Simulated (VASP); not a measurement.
# CsLaO3 in VASP: a series of runs, part 3 of 3

VASP 6.6.1. The steps go on from the part before.

**6. Single point, LDA**

Contents of INCAR:

```
PREC = Accurate ; ENCUT = 520
EDIFF = 1E-6 ; ISMEAR = 1
SIGMA = 0.05 ; LREAL = False
LASPH = True ; NELM = 60
ALGO = Normal ; ISIF = 2
LWAVE = False ; LCHARG = True
LELF = True ; LVHAR = True
NBANDS = 27
```

Contents of KPOINTS:

```
regular mesh
0
Gamma
  5 5 5
```

Contents of POSCAR:

```
CsLaO3
1.0
    4.7653500000      0.0000000000      0.0000000000
    0.0000000000      4.7653500000      0.0000000000
    0.0000000000      0.0000000000      4.7653500000
Cs La O
1 1 3
Direct
    0.0000000000      0.0000000000      0.0000000000
    0.5000000000      0.5000000000      0.5000000000
    0.5000000000      0.5000000000      0.0209848175
    0.5000000000      0.0000000000      0.5000000000
    0.0000000000      0.5000000000      0.5000000000
```

Potentials or basis: VASP PAW LDA potentials, release 64 (Cs_sv, La, O).

On the command line:

```bash
cat potpaw_LDA.64/Cs_sv/POTCAR potpaw_LDA.64/La/POTCAR potpaw_LDA.64/O/POTCAR > POTCAR
mpirun -np 1 vasp_std > vasp.out
```

OUTCAR:

```text
PREC = Accurate
   ENCUT = 520
   EDIFF = 1E-6
   ISMEAR = 1
   LREAL = False
   LASPH = True
   NELM = 60
   ISIF = 2

 ion  position               nearest neighbor table
   1  0.000  0.000  0.000-
   2  0.500  0.500  0.500-   3 2.28   4 2.38   5 2.38   4 2.38   5 2.38   3 2.48
   3  0.500  0.500  0.021-   2 2.28   2 2.48
   4  0.500  0.000  0.500-   2 2.38   2 2.38
   5  0.000  0.500  0.500-   2 2.38   2 2.38

  LATTYP: Found a simple cubic cell.
 ALAT       =     4.7653500000

  Lattice vectors:

 A1 = (   4.7653500000,   0.0000000000,   0.0000000000)
 A2 = (   0.0000000000,   4.7653500000,   0.0000000000)
 A3 = (   0.0000000000,   0.0000000000,   4.7653500000)

Analysis of symmetry for initial positions (statically):
=====================================================================
 Subroutine PRICEL returns:
 Original cell was already a primitive cell.

 Routine SETGRP: Setting up the symmetry group for a
 simple cubic supercell.

 Subroutine GETGRP returns: Found  8 space group operations
 (whereof  8 operations were pure point group operations)
 out of a pool of 48 trial point group operations.
[... 164 lines left out ...]

 val. band max:        0.7533402517   @ k =   0.0000   0.2000   0.2000
 cond. band min:       0.9363982446   @ k =   0.4000   0.4000   0.4000
 fundamental gap:      0.1830579929
 Fermi energy:         0.9280094133

 k-point     1 :       0.0000    0.0000    0.0000
  band No.  band energies     occupation
      1     -28.2449      2.00000
      2     -17.8675      2.00000
      3     -14.2683      2.00000
      4     -14.1499      2.00000
      5     -13.9620      2.00000
      6     -12.3583      2.00000
[... 529 lines left out ...]
     26       6.4197      0.00000
     27       6.4412      0.00000

------------------------ aborting loop because EDIFF is reached ----------------------------------------

  FORCE on cell =-STRESS in cart. coord.  units (eV):
  Direction    XX          YY          ZZ          XY          YZ          ZX
  --------------------------------------------------------------------------------------
  -------------------------------------------------------------------------------------
  Total       -5.6559971     -5.6559971     -5.4374077      0.0000000      0.0000000      0.0000000
  in kB      -83.7404616    -83.7404616    -80.5041134      0.0000000      0.0000000      0.0000000
  external PRESSURE =     -82.6616789 kB  Pullay stress =       0.0000000 kB

 VOLUME and BASIS-vectors are now :
 -----------------------------------------------------------------------------
  energy-cutoff  :      520.00
  volume of cell :      108.21
      direct lattice vectors                 reciprocal lattice vectors
     4.765350000  0.000000000  0.000000000     0.209848175  0.000000000  0.000000000
     0.000000000  4.765350000  0.000000000     0.000000000  0.209848175  0.000000000
     0.000000000  0.000000000  4.765350000     0.000000000  0.000000000  0.209848175

 POSITION                                       TOTAL-FORCE (eV/Angst)
 -----------------------------------------------------------------------------------
      0.00000      0.00000      0.00000        -0.000000     -0.000000      0.031743
      2.38267      2.38267      2.38267        -0.000000     -0.000000      0.186631
      2.38267      2.38267      0.10000        -0.000000      0.000000     -0.359889
      2.38267      0.00000      2.38267         0.000000     -0.000000      0.070758
      0.00000      2.38267      2.38267        -0.000000     -0.000000      0.070758
 -----------------------------------------------------------------------------------
    total drift:                                0.000000      0.000000     -0.000333

  FREE ENERGIE OF THE ION-ELECTRON SYSTEM (eV)
  ---------------------------------------------------
  free  energy   TOTEN  =       -32.3508931270 eV

  energy  without entropy=      -32.3497148629  energy(sigma->0) =      -32.35050037
```

OSZICAR:

```text
N       E                     dE             d eps       ncg     rms          rms(c)
DAV:   1     0.427299862189E+03    0.42730E+03   -0.16448E+04   972   0.182E+03
DAV:   2     0.620453460028E+02   -0.36525E+03   -0.33372E+03  1217   0.349E+02
DAV:   3    -0.299414497022E+02   -0.91987E+02   -0.90064E+02  1397   0.185E+02
DAV:   4    -0.352370913055E+02   -0.52956E+01   -0.51378E+01  1495   0.452E+01
[... 11 lines left out ...]
DAV:  16    -0.323511424969E+02    0.15023E-03   -0.50597E-03  1570   0.176E-01    0.216E-01
DAV:  17    -0.323509489161E+02    0.19358E-03   -0.11920E-03  1521   0.850E-02    0.840E-02
DAV:  18    -0.323509041954E+02    0.44721E-04   -0.57307E-05  1557   0.470E-02    0.424E-02
DAV:  19    -0.323508936585E+02    0.10537E-04   -0.12421E-05  1408   0.177E-02    0.136E-02
DAV:  20    -0.323508931270E+02    0.53145E-06   -0.12163E-06   889   0.824E-03
   1 F= -.32350893E+02 E0= -.32350500E+02  d E =-.117826E-02
```

stdout:

```text
POSCAR found type information on POSCAR CsLaO
 POSCAR found :  3 types and       5 ions
 scaLAPACK will be used
 LDA part: xc-table for (Slater(with rela. corr.)+CA(PZ))
 , standard interpolation
 POSCAR, INCAR and KPOINTS ok, starting setup
 FFT: planning ... GRIDC
 FFT: planning ... GRID_SOFT
 FFT: planning ... GRID
 WAVECAR not read
 entering main loop
```

Run time: 1.8 min. Hardware: 1 thread of Intel Xeon 8259CL, shared host; peak memory 0.21 GiB.

What came out:

| Quantity | Value |
| --- | --- |
| Free energy | -32.3509 eV |
| Pressure | -8.3 GPa |
| Largest force | 0.360 eV/Å |
| Band gap on the k mesh | zero (bands 19 and 20 overlap by 0.35 eV) |

Forces in eV/Å, atoms in the order of the input:
```
Cs   0.000  0.000  0.032
La   0.000  0.000  0.187
O    0.000  0.000 -0.360
O    0.000  0.000  0.071
O    0.000  0.000  0.071
```

Levels at points of the mesh, in eV from the Fermi level:
```tsv
k point	band 17	band 18	band 19	band 20	band 21	band 22
(0.00, 0.00, 0.00)	-0.39	0.11	0.11	0.12	5.37	5.44
```

Caveat: the cell stands under tension; spin-orbit coupling is left out, which moves the levels of the heavy elements.

**7. Summary**

| cell | gap on the mesh (eV) | pressure (GPa) | largest force (eV/Å) |
| --- | --- | --- | --- |
| as given, atomic positions A | none | -8.4 | - |
| as given, atomic positions B | none | -8.3 | 0.36 |
| as given, atomic positions C | none | -8.4 | 0.18 |

Alike in all rows: task single point; level LDA; potentials or basis VASP PAW LDA potentials, release 64 (Cs_sv, La, O); no spin polarisation; k mesh 5 × 5 × 5; cutoff (eV) 520; smearing methfessel-paxton 0.05 eV.

Caveats: the cell stands under tension; spin-orbit coupling is left out, which moves the levels of the heavy elements.

Total energies depend on the potentials used, so only differences within one code and one set of settings carry meaning.
